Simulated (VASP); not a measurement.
# Si21H8Cl2 in VASP: relaxation of the atoms with PBE

Aim: the relaxation of the atoms of Si21H8Cl2 with PBE.

Everything below comes from runs of VASP 6.6.1. Logs are shortened: lines on timing, memory, paths and dates and some standing lists are left out, and cuts for length are marked.

### Step 1. The cell of the first run

The cell holds a slab with vacuum, 31 atoms: a = 7.679 Å, b = 7.679 Å, c = 19.256 Å, α = 90.00°, β = 90.00°, γ = 90.00°.

### Step 2. Relaxation of the atoms, PBE

The input, INCAR:

```
SYSTEM = Si21H8Cl2
ALGO = Normal
EDIFF = 1E-6
EDIFFG = -0.08
ENCUT = 520
GGA = PE
IBRION = 2
ISIF = 2
ISMEAR = -1
LASPH = .True.
LCHARG = .False.
LREAL = Auto
LWAVE = .False.
NCORE = 2
NELM = 80
NSW = 45
PREC = Accurate
SIGMA = 0.05
```

The input, KPOINTS:

```
k-points
0
Gamma
  2 2 1
  0 0 0
```

The input, POSCAR:

```
Si21H8Cl2
1.0
    7.6791800000      0.0000000000      0.0000000000
    0.0000000000      7.6791800000      0.0000000000
    0.0000000000      0.0000000000     19.2555000000
H Si Cl
8 21 2
Selective dynamics
Direct
    0.4093920000      0.0000000000      0.0519332000  F F F
    0.0906080000      0.0000000000      0.0519332000  F F F
    0.9093920000      0.0000000000      0.0519332000  F F F
    0.5906080000      0.0000000000      0.0519332000  F F F
    0.4093920000      0.5000000000      0.0519332000  F F F
    0.0906080000      0.5000000000      0.0519332000  F F F
    0.9093920000      0.5000000000      0.0519332000  F F F
    0.5906080000      0.5000000000      0.0519332000  F F F
    0.2500000000      0.0000000000      0.0968814000  F F F
    0.7500000000      0.0000000000      0.0968814000  F F F
    0.2500000000      0.5000000000      0.0968814000  F F F
    0.7500000000      0.5000000000      0.0968814000  F F F
    0.2500000000      0.2500000000      0.1673807000  T T T
    0.7500000000      0.2500000000      0.1673807000  T T T
    0.2500000000      0.7500000000      0.1673807000  T T T
    0.7500000000      0.7500000000      0.1673807000  T T T
    0.0000000000      0.2500000000      0.2378801000  T T T
    0.5000000000      0.2500000000      0.2378801000  T T T
    0.0000000000      0.7500000000      0.2378801000  T T T
    0.5000000000      0.7500000000      0.2378801000  T T T
    0.0000000000      0.0000000000      0.3083794000  T T T
    0.5000000000      0.0000000000      0.3083794000  T T T
    0.0000000000      0.5000000000      0.3083794000  T T T
    0.5000000000      0.5000000000      0.3083794000  T T T
    0.2500000000      0.0969069000      0.3768014000  T T T
    0.7500000000      0.0969069000      0.3768014000  T T T
    0.2500000000      0.4030931000      0.3581055000  T T T
    0.7500000000      0.4030931000      0.3581055000  T T T
    0.7474659000      0.2301177000      0.4822259000  T T T
    0.5468830000      0.1481362000      0.5470385000  T T T
    0.9480489000      0.3120992000      0.5470385000  T T T
```

Potentials or basis: VASP PAW PBE potentials, release 64 (H, Si, Cl).

Run with:

```sh
cat potpaw_PBE.64/H/POTCAR potpaw_PBE.64/Si/POTCAR potpaw_PBE.64/Cl/POTCAR > POTCAR
mpirun -np 4 vasp_std > vasp.out
```

OUTCAR:

```text
SYSTEM = Si21H8Cl2
   EDIFF = 1E-6
   EDIFFG = -0.08
   ENCUT = 520
   GGA = PE
   IBRION = 2
   ISIF = 2
   ISMEAR = -1
   LASPH = .True.
   LREAL = Auto
   NELM = 80
   NSW = 45
   PREC = Accurate

 ion  position               nearest neighbor table
   1  0.409  0.000  0.052-   9 1.50
   2  0.091  0.000  0.052-   9 1.50
   3  0.909  0.000  0.052-  10 1.50
   4  0.591  0.000  0.052-  10 1.50
   5  0.409  0.500  0.052-  11 1.50
   6  0.091  0.500  0.052-  11 1.50
   7  0.909  0.500  0.052-  12 1.50
   8  0.591  0.500  0.052-  12 1.50
   9  0.250  0.000  0.097-   1 1.50   2 1.50  13 2.35  15 2.35
  10  0.750  0.000  0.097-   3 1.50   4 1.50  14 2.35  16 2.35
  11  0.250  0.500  0.097-   5 1.50   6 1.50  13 2.35  15 2.35
  12  0.750  0.500  0.097-   7 1.50   8 1.50  14 2.35  16 2.35
  13  0.250  0.250  0.167-   9 2.35  11 2.35  17 2.35  18 2.35
  14  0.750  0.250  0.167-  10 2.35  12 2.35  17 2.35  18 2.35
[... 8 lines left out ...]
  23  0.000  0.500  0.308-  27 2.27  28 2.27  17 2.35  19 2.35
  24  0.500  0.500  0.308-  27 2.27  28 2.27  18 2.35  20 2.35
  25  0.250  0.097  0.377-  27 2.38  22 2.44  21 2.44
  26  0.750  0.097  0.377-  29 2.27  28 2.38  21 2.44  22 2.44
  27  0.250  0.403  0.358-  23 2.27  24 2.27  25 2.38
  28  0.750  0.403  0.358-  23 2.27  24 2.27  26 2.38  29 2.73
  29  0.747  0.230  0.482-  30 2.08  31 2.08  26 2.27  28 2.73
  30  0.547  0.148  0.547-  29 2.08
  31  0.948  0.312  0.547-  29 2.08

  LATTYP: Found a simple tetragonal cell.
 ALAT       =     7.6791800000
 C/A-ratio  =     2.5074942898

  Lattice vectors:

 A1 = (   7.6791800000,   0.0000000000,   0.0000000000)
 A2 = (   0.0000000000,   7.6791800000,   0.0000000000)
 A3 = (   0.0000000000,   0.0000000000,  19.2555000000)

Analysis of symmetry for initial positions (statically):
=====================================================================
 Subroutine PRICEL returns:
 Original cell was already a primitive cell.

 Routine SETGRP: Setting up the symmetry group for a
 simple tetragonal supercell.

 Subroutine GETGRP returns: Found  1 space group operations
 (whereof  1 operations were pure point group operations)
 out of a pool of 16 trial point group operations.

The static configuration has the point symmetry C_1 .

Analysis of symmetry for dynamics (positions and initial velocities):
=====================================================================
 Subroutine PRICEL returns:
[... 179 lines left out ...]
     AMIX     =   0.40;   BMIX     =  1.00
     AMIX_MAG =   1.60;   BMIX_MAG =  1.00
  volume/ion in A,a.u.               =      36.63       247.18
  Fermi-wavevector in a.u.,A,eV,Ry     =   0.742646  1.403398  7.503931  0.551523
  Thomas-Fermi vector in A             =   1.837574
   LORBIT       =      0    0 simple, 1 ext, 2 COOP (PROOUT), +10 PAW based schemes
   GGA     = PE    functional components
   LHFCALC =     F    Hartree Fock is set to
   AEXX    =    0.0000 exact exchange contribution
   IVDW    =     0    specifies the selected vdW correction
   LEPSILON=     F    determine dielectric tensor
   LRPA    =     F    only Hartree local field effects (RPA)
 conjugate gradient relaxation of ions
 non-spin polarized calculation
  energy-cutoff  :      520.00
  volume of cell :     1135.49
 maximum number of plane-waves:     30548
 NGX is ok and might be reduce to    60
   NGX = 29   NGY = 29   NGZ = 71

--------------------------------------- Ionic step        1  -------------------------------------------

 number of electron     106.0000000 magnetization

 Free energy of the ion-electron system (eV)
  ---------------------------------------------------
  ext. energy  EPLUGINS =         0.00000000
  ---------------------------------------------------
  free energy    TOTEN  =      -139.71468001 eV

  energy without entropy =     -139.67369537  energy(sigma->0) =     -139.69418769

------------------------ aborting loop because EDIFF is reached ----------------------------------------

  FORCE on cell =-STRESS in cart. coord.  units (eV):
  Direction    XX          YY          ZZ          XY          YZ          ZX
  --------------------------------------------------------------------------------------
  -------------------------------------------------------------------------------------
  Total       21.7926158      0.5834343     -1.9607910     -0.7988051     -0.0417739     -0.0029323
  in kB       30.7493153      0.8232240     -2.7666702     -1.1271116     -0.0589429     -0.0041375
  external PRESSURE =       9.6019564 kB  Pullay stress =       0.0000000 kB
[... 176 lines left out ...]
  FREE ENERGIE OF THE ION-ELECTRON SYSTEM (eV)
  ---------------------------------------------------
  free  energy   TOTEN  =      -140.3361568847 eV

  energy  without entropy=     -140.3173817967  energy(sigma->0) =     -140.32676934

[... ionic steps 4 to 27 ...]

--------------------------------------- Ionic step       28  -------------------------------------------

 number of electron     106.0000001 magnetization

------------------------ aborting loop because EDIFF is reached ----------------------------------------
[... 125 lines left out ...]
--------------------------------------- Ionic step       30  -------------------------------------------

 number of electron     106.0000004 magnetization

 Free energy of the ion-electron system (eV)
  ---------------------------------------------------
  ext. energy  EPLUGINS =         0.00000000
  ---------------------------------------------------
  free energy    TOTEN  =      -141.03059449 eV

  energy without entropy =     -141.03038289  energy(sigma->0) =     -141.03048869

 E-fermi :  -0.3847     XC(G=0):  -4.8814

 val. band max:       -0.7917916092   @ k =   0.5000   0.5000   0.0000
 cond. band min:       0.0072548726   @ k =   0.0000   0.0000   0.0000
 fundamental gap:      0.7990464818
 Fermi energy:        -0.3846651623

 k-point     1 :       0.0000    0.0000    0.0000
  band No.  band energies     occupation
      1     -16.9605      2.00000
      2     -16.3987      2.00000
      3     -12.1240      2.00000
      4     -11.0605      2.00000
      5     -10.2440      2.00000
      6     -10.2002      2.00000
[... 261 lines left out ...]
     64       2.8186      0.00000
     65       2.9518      0.00000
 [bands above 65 left out]

------------------------ aborting loop because EDIFF is reached ----------------------------------------

  FORCE on cell =-STRESS in cart. coord.  units (eV):
  Direction    XX          YY          ZZ          XY          YZ          ZX
  --------------------------------------------------------------------------------------
  -------------------------------------------------------------------------------------
  Total       19.9428609      1.1386780     -0.1196203     -0.0870975      0.2121087      0.1585502
  in kB       28.1393167      1.6066713     -0.1687839     -0.1228942      0.2992848      0.2237139
  external PRESSURE =       9.8590680 kB  Pullay stress =       0.0000000 kB
[... 46 lines left out ...]
  FREE ENERGIE OF THE ION-ELECTRON SYSTEM (eV)
  ---------------------------------------------------
  free  energy   TOTEN  =      -141.0305944850 eV

  energy  without entropy=     -141.0303828914  energy(sigma->0) =     -141.03048869

 reached required accuracy - stopping structural energy minimisation
```

OSZICAR:

```text
N       E                     dE             d eps       ncg     rms          rms(c)
DAV:   1     0.536248823843E+03    0.53625E+03   -0.35912E+04   560   0.113E+03
DAV:   2    -0.737105269928E+02   -0.60996E+03   -0.58868E+03   764   0.202E+02
DAV:   3    -0.142171229322E+03   -0.68461E+02   -0.67488E+02   664   0.660E+01
[... 376 lines left out ...]
DAV:   3    -0.141030806225E+03    0.20345E-03   -0.22040E-03   728   0.153E-01    0.184E-01
DAV:   4    -0.141030629108E+03    0.17712E-03   -0.40836E-04   680   0.508E-02    0.118E-01
DAV:   5    -0.141030590026E+03    0.39081E-04   -0.32419E-04   696   0.430E-02    0.240E-02
DAV:   6    -0.141030594440E+03   -0.44140E-05   -0.48927E-05   672   0.185E-02    0.262E-02
DAV:   7    -0.141030594485E+03   -0.44667E-07   -0.33733E-06   600   0.555E-03
  30 F= -.14103059E+03 E0= -.14103049E+03  d E =-.237080E-02
```

CONTCAR:

```text
Si21H8Cl2
   1.00000000000000
     7.6791799999999997    0.0000000000000000    0.0000000000000000
     0.0000000000000000    7.6791799999999997    0.0000000000000000
     0.0000000000000000    0.0000000000000000   19.2555000000000014
  H               Si              Cl
     8    21     2
[... 12 lines left out ...]
     0.2500000000000000    0.5000000000000000    0.0968814000000009   F   F   F
     0.7500000000000000    0.5000000000000000    0.0968814000000009   F   F   F
     0.2512236477661283    0.2496754054185572    0.1643126421887893   T   T   T
     0.7514702954600466    0.2505795066936587    0.1638858278140770   T   T   T
     0.2495545290356700    0.7490018595437290    0.1698375812421154   T   T   T
     0.7494225052775815    0.7501702368923461    0.1711339550044624   T   T   T
     0.0007022686719072    0.2457866549766117    0.2326409199601163   T   T   T
[... 44 lines left out ...]
  0.00000000E+00  0.00000000E+00  0.00000000E+00
  0.00000000E+00  0.00000000E+00  0.00000000E+00
```

Wall time 34 min (4 MPI ranks of Intel Xeon Platinum 8559C (Emerald Rapids), shared host); peak memory 0.43 GiB.

What came out:

| Quantity | Value |
| --- | --- |
| Free energy | -141.0306 eV |
| Energy gained by relaxing | 42.4 meV/atom |
| Ionic steps | 30 |
| Band gap on the k mesh | 0.80 eV (least direct gap 0.97 eV) |

Step by step:
```tsv
step	energy change (eV)	largest force on free atoms (eV/Å)	pressure (GPa)
1	0.0000	2.0980	0.96
2	-0.5619	1.2206	0.93
3	-0.6215	1.1889	0.95
4	-0.8378	0.5708	0.93
5	-0.8501	0.6923	0.93
6	-0.9764	0.4284	1.02
7	-1.0001	0.5463	1.08
8	-1.0857	0.3623	1.06
9	-1.0940	0.4409	1.05
10	-1.1456	0.2711	1.01
11	-1.1573	0.3742	0.98
12	-1.1952	0.2939	0.93
13	-1.1961	0.3447	0.92
14	-1.2208	0.2539	0.91
15	-1.2220	0.3649	0.91
16	-1.2439	0.1779	0.87
17	-1.2478	0.2877	0.84
18	-1.2656	0.1653	0.85
19	-1.2712	0.2445	0.85
20	-1.2848	0.1185	0.86
21	-1.2872	0.2173	0.86
22	-1.2979	0.1175	0.91
23	-1.2983	0.1443	0.92
24	-1.3055	0.1026	0.93
25	-1.3059	0.1514	0.94
26	-1.3098	0.0944	0.96
27	-1.3099	0.1042	0.96
28	-1.3131	0.0834	0.97
29	-1.3135	0.0821	0.98
30	-1.3159	0.0722	0.99
```

Final structure:
```
H Si Cl
1.0
     7.67918    0.00000    0.00000
     0.00000    7.67918    0.00000
     0.00000    0.00000   19.25550
H Si Cl
8 21 2
Direct
  0.40939 0.00000 0.05193
  0.09061 0.00000 0.05193
  0.90939 0.00000 0.05193
  0.59061 0.00000 0.05193
  0.40939 0.50000 0.05193
  0.09061 0.50000 0.05193
  0.90939 0.50000 0.05193
  0.59061 0.50000 0.05193
  0.25000 0.00000 0.09688
  0.75000 0.00000 0.09688
  0.25000 0.50000 0.09688
  0.75000 0.50000 0.09688
  0.25122 0.24968 0.16431
  0.75147 0.25058 0.16389
  0.24955 0.74900 0.16984
  0.74942 0.75017 0.17113
  0.00070 0.24579 0.23264
  0.50191 0.24475 0.23247
  0.00166 0.75185 0.24393
  0.49694 0.75185 0.24398
  0.01268 0.01237 0.31089
  0.48751 0.01226 0.31109
  0.99526 0.48844 0.30966
  0.49682 0.48724 0.30868
  0.24991 0.06550 0.38690
  0.75043 0.08136 0.36760
  0.24598 0.35394 0.34986
  0.74539 0.39993 0.36951
  0.75064 0.23802 0.47201
  0.53344 0.23366 0.53518
  0.97144 0.24959 0.53289
```

Levels at points of the mesh, in eV from the valence-band top:
```tsv
k point	band 51	band 52	band 53	band 54	band 55	band 56
(0.00, 0.00, 0.00)	-0.46	-0.33	-0.22	0.80	1.36	1.37
(0.50, 0.00, 0.00)	-0.43	-0.41	-0.12	1.15	1.96	1.97
(0.00, 0.50, 0.00)	-0.38	-0.12	-0.07	0.90	1.62	1.89
(0.50, 0.50, 0.00)	-0.61	-0.13	0.00	1.35	1.98	2.19
```

Caveat: there is no dipole correction, which matters where the two faces differ.
